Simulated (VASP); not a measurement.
# CuF3 (Pm-3m) in VASP: notebook

The runs below take CuF3 through single point, density of states, with PBE+U.

Program: VASP 6.6.1. These are calculated values, not measurements. Logs are shortened: lines on timing, memory, paths and dates and some standing lists are left out, and cuts for length are marked.

### Step 1. The cell of the first run

It takes space group Pm-3m (No. 221, cubic). The conventional cell has a = 3.715 Å, b = 3.715 Å, c = 3.715 Å, α = 90.00°, β = 90.00°, γ = 90.00°. Within 2.5 Å of Cu (site symmetry m-3m) lie 6 F at 1.86 Å. F (site symmetry 4/mmm) has 2 Cu at 1.86 Å within 2.5 Å.

### Step 2. Single point, PBE+U, collinear spin, ferromagnetic start

INCAR reads:

```
SYSTEM = CuF3
PREC = Accurate ; ENCUT = 600
EDIFF = 1E-6 ; ISMEAR = -1
SIGMA = 0.0484 ; LREAL = .FALSE.
LASPH = .TRUE. ; NELM = 200
ALGO = Normal ; ISIF = 2
LWAVE = .FALSE. ; LCHARG = .TRUE.
ISPIN = 2 ; MAGMOM = 2 0 0 0
LORBIT = 11 ; LMAXMIX = 4
LDAU = .TRUE. ; LDAUTYPE = 2
LDAUL = 2 -1 ; LDAUU = 5.28 0
LDAUJ = 0 0 ; LDAUPRINT = 1
GGA = PE ; LELF = .TRUE.
LVHAR = .TRUE. ; NBANDS = 28
GGA_COMPAT = .FALSE.
```

KPOINTS reads:

```
regular mesh
0
G
  6 6 6
  0 0 0
```

POSCAR reads:

```
CuF3
1.0
    3.7148614000      0.0000000000      0.0000000000
    0.0000000000      3.7148614000      0.0000000000
    0.0000000000      0.0000000000      3.7148614000
Cu F
1 3
Direct
    0.0000000000      0.0000000000      0.0000000000
    0.5000000000      0.0000000000      0.0000000000
    0.0000000000      0.5000000000      0.0000000000
    0.0000000000      0.0000000000      0.5000000000
```

Potentials or basis: VASP PAW PBE potentials, release 64 (Cu, F).

On the command line:

```bash
$ cat potpaw_PBE.64/Cu/POTCAR potpaw_PBE.64/F/POTCAR > POTCAR
$ mpirun -np 1 vasp_std > vasp.out
```

OUTCAR:

```text
SYSTEM = CuF3
   PREC = Accurate
   ENCUT = 600
   EDIFF = 1E-6
   ISMEAR = -1
   LREAL = .FALSE.
   LASPH = .TRUE.
   NELM = 200
   ISIF = 2
   ISPIN = 2
   LORBIT = 11
   GGA = PE

 ion  position               nearest neighbor table
   1  0.000  0.000  0.000-   2 1.86   3 1.86   4 1.86   4 1.86   3 1.86   2 1.86
   2  0.500  0.000  0.000-   1 1.86   1 1.86
   3  0.000  0.500  0.000-   1 1.86   1 1.86
   4  0.000  0.000  0.500-   1 1.86   1 1.86

  LATTYP: Found a simple cubic cell.
 ALAT       =     3.7148614000

  Lattice vectors:

 A1 = (   3.7148614000,   0.0000000000,   0.0000000000)
 A2 = (   0.0000000000,   3.7148614000,   0.0000000000)
 A3 = (   0.0000000000,   0.0000000000,   3.7148614000)

Analysis of symmetry for initial positions (statically):
=====================================================================
 Subroutine PRICEL returns:
 Original cell was already a primitive cell.

 Routine SETGRP: Setting up the symmetry group for a
 simple cubic supercell.

 Subroutine GETGRP returns: Found 48 space group operations
 (whereof 48 operations were pure point group operations)
 out of a pool of 48 trial point group operations.

The static configuration has the point symmetry O_h .

Analysis of symmetry for dynamics (positions and initial velocities):
=====================================================================
 Subroutine PRICEL returns:
 Original cell was already a primitive cell.

 Routine SETGRP: Setting up the symmetry group for a
 simple cubic supercell.

 Subroutine GETGRP returns: Found 48 space group operations
 (whereof 48 operations were pure point group operations)
 out of a pool of 48 trial point group operations.

The dynamic configuration has the point symmetry O_h .

Analysis of structural, dynamic, and magnetic symmetry:
=====================================================================
 Subroutine PRICEL returns:
 Original cell was already a primitive cell.

 Routine SETGRP: Setting up the symmetry group for a
 simple cubic supercell.

 Subroutine GETGRP returns: Found 48 space group operations
 (whereof 48 operations were pure point group operations)
 out of a pool of 48 trial point group operations.

The overall configuration has the point symmetry O_h .

 Subroutine INISYM returns: Found 48 space group operations
 (whereof 48 operations are pure point group operations),
 and found     1 'primitive' translations

----------------------------------------------------------------------------------------

                                     Primitive cell

  volume of cell :      51.2658

  direct lattice vectors                    reciprocal lattice vectors
     3.714861400  0.000000000  0.000000000     0.269189047  0.000000000  0.000000000
     0.000000000  3.714861400  0.000000000     0.000000000  0.269189047  0.000000000
     0.000000000  0.000000000  3.714861400     0.000000000  0.000000000  0.269189047

  length of vectors
     3.714861400  3.714861400  3.714861400     0.269189047  0.269189047  0.269189047

  position of ions in fractional coordinates (direct lattice)
     0.000000000  0.000000000  0.000000000
     0.500000000  0.000000000  0.000000000
     0.000000000  0.500000000  0.000000000
     0.000000000  0.000000000  0.500000000

  ion indices of the primitive-cell ions
   primitive index   ion index
                 1           1
                 2           2
                 3           3
                 4           4

----------------------------------------------------------------------------------------

 KPOINTS: regular mesh

[... 76 lines left out ...]
   EFERMI =   0.00;   METHOD = LEGACY
   ISMEAR =    -1;   SIGMA  =   0.05  broadening in eV -4-tet -1-fermi 0-gaus
   EFERMI_NEDOS =   21; number of points for ismear=-14 and -15
   IALGO  =     38    algorithm
   IMIX   =      4    mixing-type and parameters
     AMIX     =   0.40;   BMIX     =  1.00
     AMIX_MAG =   1.60;   BMIX_MAG =  1.00
  volume/ion in A,a.u.               =      12.82        86.49
  Fermi-wavevector in a.u.,A,eV,Ry     =   1.399100  2.643916 26.633158  1.957482
  Thomas-Fermi vector in A             =   2.522193
   LORBIT       =     11    0 simple, 1 ext, 2 COOP (PROOUT), +10 PAW based schemes
 LDA+U is selected, type is set to LDAUTYPE =  2
   angular momentum for each species LDAUL =     2   -1
   U (eV)           for each species LDAUU =   5.3  0.0
   J (eV)           for each species LDAUJ =   0.0  0.0
   GGA     = PE    functional components
   LHFCALC =     F    Hartree Fock is set to
   AEXX    =    0.0000 exact exchange contribution
   IVDW    =     0    specifies the selected vdW correction
   LEPSILON=     F    determine dielectric tensor
   LRPA    =     F    only Hartree local field effects (RPA)
 spin polarized calculation
  energy-cutoff  :      600.00
  volume of cell :       51.27
 maximum number of plane-waves:      1743
 NGX is ok and might be reduce to    30
   NGX = 15   NGY = 15   NGZ = 15

atom =   1  type =  1  l = 2

 onsite density matrix

spin component  1

  0.9903  0.0000  0.0000 -0.0000 -0.0000
  0.0000  0.9903  0.0000  0.0000 -0.0000
  0.0000  0.0000  0.9632  0.0000  0.0000
 -0.0000  0.0000  0.0000  0.9903 -0.0000
 -0.0000 -0.0000  0.0000 -0.0000  0.9632

spin component  2

  0.9897  0.0000  0.0000 -0.0000  0.0000
  0.0000  0.9897  0.0000 -0.0000  0.0000
  0.0000  0.0000  0.5603 -0.0000  0.0000
 -0.0000 -0.0000 -0.0000  0.9897 -0.0000
  0.0000  0.0000  0.0000 -0.0000  0.5603

 occupancies and eigenvectors

  o =  0.5603  v =  0.0000  0.0000  0.0000  0.0000  0.0000  0.0000 -0.0000  0.9999 -0.0000  0.0167      0.0000  0.0000  0.0000  0.0000  0.0000  0.0000  0.0000  0.0000  0.0000  0.0000
  o =  0.5603  v =  0.0000  0.0000  0.0000  0.0000  0.0000  0.0000  0.0000  0.0167  0.0000 -0.9999      0.0000  0.0000  0.0000  0.0000  0.0000  0.0000  0.0000  0.0000  0.0000  0.0000
  o =  0.9632  v =  0.0000  0.0000  0.1482  0.0000  0.9890  0.0000  0.0000  0.0000  0.0000  0.0000      0.0000  0.0000  0.0000  0.0000  0.0000  0.0000  0.0000  0.0000  0.0000  0.0000
  o =  0.9632  v =  0.0000  0.0000 -0.9890  0.0000  0.1482  0.0000  0.0000  0.0000  0.0000  0.0000      0.0000  0.0000  0.0000  0.0000  0.0000  0.0000  0.0000  0.0000  0.0000  0.0000
  o =  0.9897  v =  0.0000  0.0000  0.0000  0.0000  0.0000  0.0000  0.8059  0.0000  0.5921  0.0000      0.0000  0.0000  0.0000  0.0000  0.0000  0.0000  0.0000  0.0000  0.0000  0.0000
  o =  0.9897  v =  0.0000  0.0000  0.0000  0.0000  0.0000  0.0000  0.5921 -0.0000 -0.8059  0.0000      0.0000  0.0000  0.0000  0.0000  0.0000  0.0000  0.0000  0.0000  0.0000  0.0000
  o =  0.9897  v =  0.0000  0.0000  0.0000  0.0000  0.0000  1.0000  0.0000  0.0000  0.0000  0.0000      0.0000  0.0000  0.0000  0.0000  0.0000  0.0000  0.0000  0.0000  0.0000  0.0000
  o =  0.9903  v =  0.0000 -0.1420  0.0000 -0.9899  0.0000  0.0000  0.0000  0.0000  0.0000  0.0000      0.0000  0.0000  0.0000  0.0000  0.0000  0.0000  0.0000  0.0000  0.0000  0.0000
  o =  0.9903  v =  1.0000  0.0000  0.0000  0.0000  0.0000  0.0000  0.0000  0.0000  0.0000  0.0000      0.0000  0.0000  0.0000  0.0000  0.0000  0.0000  0.0000  0.0000  0.0000  0.0000
  o =  0.9903  v =  0.0000 -0.9899  0.0000  0.1420  0.0000  0.0000  0.0000  0.0000  0.0000  0.0000      0.0000  0.0000  0.0000  0.0000  0.0000  0.0000  0.0000  0.0000  0.0000  0.0000

 number of electron      32.0000007 magnetization       1.1443487

 Free energy of the ion-electron system (eV)
  ---------------------------------------------------
  ext. energy  EPLUGINS =         0.00000000
  ---------------------------------------------------
  free energy    TOTEN  =       -12.28038634 eV

  energy without entropy =      -12.26776902  energy(sigma->0) =      -12.27407768

 E-fermi :  -2.2626     XC(G=0):  -9.1083

 val. band max:       -2.2685518349   @ k =   0.3333   0.3333   0.0000
 cond. band min:      -2.2490012266   @ k =   0.1667   0.0000   0.0000
 fundamental gap:      0.0195506083
 Fermi energy:        -2.2626180695

 spin component 1

 k-point     1 :       0.0000    0.0000    0.0000
  band No.  band energies     occupation
      1     -23.9362      1.00000
      2     -22.9994      1.00000
      3     -22.9994      1.00000
      4      -6.9364      1.00000
      5      -6.9364      1.00000
      6      -6.9364      1.00000
[... 609 lines left out ...]
     27      24.5521      0.00000
     28      24.5521      0.00000
 Fermi energy:        -2.2626180695

 spin component 2

 k-point     1 :       0.0000    0.0000    0.0000
  band No.  band energies     occupation
      1     -23.7435      1.00000
      2     -22.6925      1.00000
      3     -22.6925      1.00000
      4      -6.4268      1.00000
      5      -6.4268      1.00000
      6      -6.4266      1.00000
[... 609 lines left out ...]
     27      24.6768      0.00000
     28      24.6768      0.00000

------------------------ aborting loop because EDIFF is reached ----------------------------------------

  FORCE on cell =-STRESS in cart. coord.  units (eV):
  Direction    XX          YY          ZZ          XY          YZ          ZX
  --------------------------------------------------------------------------------------
  -------------------------------------------------------------------------------------
  Total        1.7813079      1.7813079      1.7813079      0.0000000      0.0000000     -0.0000000
  in kB       55.6700667     55.6700667     55.6700667      0.0000000      0.0000000     -0.0000000
  external PRESSURE =      55.6700667 kB  Pullay stress =       0.0000000 kB

 VOLUME and BASIS-vectors are now :
 -----------------------------------------------------------------------------
  energy-cutoff  :      600.00
  volume of cell :       51.27
      direct lattice vectors                 reciprocal lattice vectors
     3.714861400  0.000000000  0.000000000     0.269189047  0.000000000  0.000000000
     0.000000000  3.714861400  0.000000000     0.000000000  0.269189047  0.000000000
     0.000000000  0.000000000  3.714861400     0.000000000  0.000000000  0.269189047

 POSITION                                       TOTAL-FORCE (eV/Angst)
 -----------------------------------------------------------------------------------
      0.00000      0.00000      0.00000         0.000000      0.000000      0.000000
      1.85743      0.00000      0.00000         0.000000      0.000000      0.000000
      0.00000      1.85743      0.00000         0.000000      0.000000      0.000000
      0.00000      0.00000      1.85743         0.000000      0.000000      0.000000
 -----------------------------------------------------------------------------------
    total drift:                                0.000000      0.000000      0.000000

  FREE ENERGIE OF THE ION-ELECTRON SYSTEM (eV)
  ---------------------------------------------------
  free  energy   TOTEN  =       -12.2803863450 eV

  energy  without entropy=      -12.2677690248  energy(sigma->0) =      -12.27407768

 total charge

# of ion       s       p       d       tot
------------------------------------------
    1        0.356   0.503   8.965   9.823
    2        1.736   4.327   0.000   6.063
    3        1.736   4.327   0.000   6.063
    4        1.736   4.327   0.000   6.063
--------------------------------------------------
tot          5.565  13.484   8.965  28.014

 magnetization (x)

# of ion       s       p       d       tot
------------------------------------------
    1        0.008   0.019   0.808   0.835
    2        0.004   0.095   0.000   0.099
    3        0.004   0.095   0.000   0.099
    4        0.004   0.095   0.000   0.099
--------------------------------------------------
tot          0.020   0.304   0.808   1.132
```

It took 69 s on 1 thread of Intel Xeon 6975P-C, shared host; peak memory 0.21 GiB.

Results:

* Free energy: -12.2804 eV
* Pressure: 5.6 GPa
* Net moment: 1.14 μB per cell
* Site moments: Cu +0.83; F +0.10 μB
* Valence electrons inside the program's atomic spheres: Cu 9.82; F 6.06

Levels at points of the mesh, in eV from the Fermi level:
Spin up:
| k point | band 13 | band 14 | band 15 | band 16 | band 17 | band 18 | band 19 | band 20 | band 21 | band 22 |
| --- | --- | --- | --- | --- | --- | --- | --- | --- | --- | --- |
| (0.00, 0.00, 0.00) | -1.11 | -1.11 | -1.09 | -1.09 | -1.09 | 7.56 | 12.36 | 17.65 | 17.65 | 18.24 |
| (0.50, 0.00, 0.00) | -1.25 | -1.09 | -1.09 | -0.90 | -0.90 | 10.75 | 11.30 | 15.85 | 18.56 | 18.56 |
| (0.50, 0.50, 0.00) | -1.57 | -0.88 | -0.88 | -0.34 | 0.62 | 12.91 | 13.42 | 13.67 | 13.67 | 17.97 |
| (0.50, 0.50, 0.50) | -0.34 | -0.34 | -0.34 | 0.62 | 0.62 | 12.62 | 14.44 | 14.44 | 14.44 | 15.56 |
Spin down:
```tsv
k point	band 11	band 12	band 13	band 14	band 15	band 16	band 17	band 18	band 19	band 20
(0.00, 0.00, 0.00)	-0.98	-0.98	-0.94	-0.94	-0.94	-0.86	-0.86	7.66	12.51	17.67
(0.50, 0.00, 0.00)	-1.15	-0.94	-0.94	-0.86	-0.72	-0.72	1.01	11.01	11.34	15.98
(0.50, 0.50, 0.00)	-1.56	-1.32	-0.70	-0.70	-0.23	-0.07	2.70	12.93	13.74	13.74
(0.50, 0.50, 0.50)	-1.27	-1.27	-0.22	-0.22	-0.22	2.70	2.70	12.63	14.53	14.53
```

Eigenvalues of the final occupation matrices:
| site | spin | trace | eigenvalues |
| --- | --- | --- | --- |
| site 1 d | 1 | 4.90 | 0.96 0.96 0.99 0.99 0.99 |
| site 1 d | 2 | 4.09 | 0.56 0.56 0.99 0.99 0.99 |

Caveat: a cell with one magnetic atom can't hold antiferromagnetic order, which such compounds often take. The state reached can hang on the start; a lower one may exist.

### Step 3. Density of states, PBE+U, collinear spin, ferromagnetic start

POSCAR is that of step 2.

INCAR.step1 reads:

```
SYSTEM = CuF3
PREC = Accurate
ENCUT = 520
EDIFF = 1E-6
ISMEAR = -1
SIGMA = 0.0484
LREAL = .FALSE.
LASPH = .TRUE.
NELM = 200
ALGO = Normal
ISIF = 2
LWAVE = .FALSE.
LCHARG = .TRUE.
ISPIN = 2
MAGMOM = 2 0 0 0
LMAXMIX = 4
LDAU = .TRUE.
LDAUTYPE = 2
LDAUL = 2 -1
LDAUU = 5.28 0
LDAUJ = 0 0
LDAUPRINT = 1
GGA = PE
NBANDS = 28
GGA_COMPAT = .FALSE.
NEDOS = 2001
LORBIT = 11
```

KPOINTS.step1 reads:

```
regular mesh
0
G
  6 6 6
  0 0 0
```

INCAR.step2 reads:

```
SYSTEM = CuF3
PREC = Accurate
ENCUT = 520
EDIFF = 1E-6
ISMEAR = -5
SIGMA = 0.0484
LREAL = .FALSE.
LASPH = .TRUE.
NELM = 200
ALGO = Normal
ISIF = 2
LWAVE = .FALSE.
LCHARG = .FALSE.
ISPIN = 2
MAGMOM = 2 0 0 0
LORBIT = 10
LMAXMIX = 4
LDAU = .TRUE.
LDAUTYPE = 2
LDAUL = 2 -1
LDAUU = 5.28 0
LDAUJ = 0 0
LDAUPRINT = 1
GGA = PE
NEDOS = 2001
ICHARG = 11
GGA_COMPAT = .FALSE.
```

KPOINTS.step2 reads:

```
regular mesh
0
G
  9 9 9
  0 0 0
```

Potentials or basis: VASP PAW PBE potentials, release 64 (Cu, F).

On the command line:

```bash
$ cat potpaw_PBE.64/Cu/POTCAR potpaw_PBE.64/F/POTCAR > POTCAR
$ cp INCAR.step1 INCAR
$ cp KPOINTS.step1 KPOINTS
$ mpirun -np 1 vasp_std > vasp.out
$ cp INCAR.step2 INCAR
$ cp KPOINTS.step2 KPOINTS
$ mpirun -np 1 vasp_std > vasp.out
```

Run time: 81 s. Hardware: 1 thread of Intel Xeon 6975P-C, shared host; peak memory 0.2 GiB.

The run converged. Its results:

```
Net moment                                            : 1.14 μB per cell
Site moments                                          : Cu +0.88; F +0.11 μB
Valence electrons inside the program's atomic spheres : Cu 9.80; F 6.07
```

Levels at points of the mesh, in eV from the Fermi level:
Spin up:
| k point | band 14 | band 15 | band 16 | band 17 | band 18 | band 19 | band 20 | band 21 |
| --- | --- | --- | --- | --- | --- | --- | --- | --- |
| (0.00, 0.00, 0.00) | -1.12 | -1.09 | -1.09 | -1.09 | 7.56 | 12.36 | 17.64 | 17.64 |
Spin down:
```csv
k point,band 12,band 13,band 14,band 15,band 16,band 17,band 18,band 19,band 20,band 21
"(0.00, 0.00, 0.00)",-0.98,-0.94,-0.94,-0.94,-0.86,-0.86,7.66,12.50,17.67,17.67
```

Eigenvalues of the final occupation matrices:
```csv
site,spin,trace,eigenvalues
site 1 d,1,4.90,0.96 0.96 0.99 0.99 0.99
site 1 d,2,4.09,0.56 0.56 0.99 0.99 0.99
```

Caveat: a cell with one magnetic atom can't hold antiferromagnetic order, which such compounds often take; tetrahedron occupations give inexact forces and stress in metals.
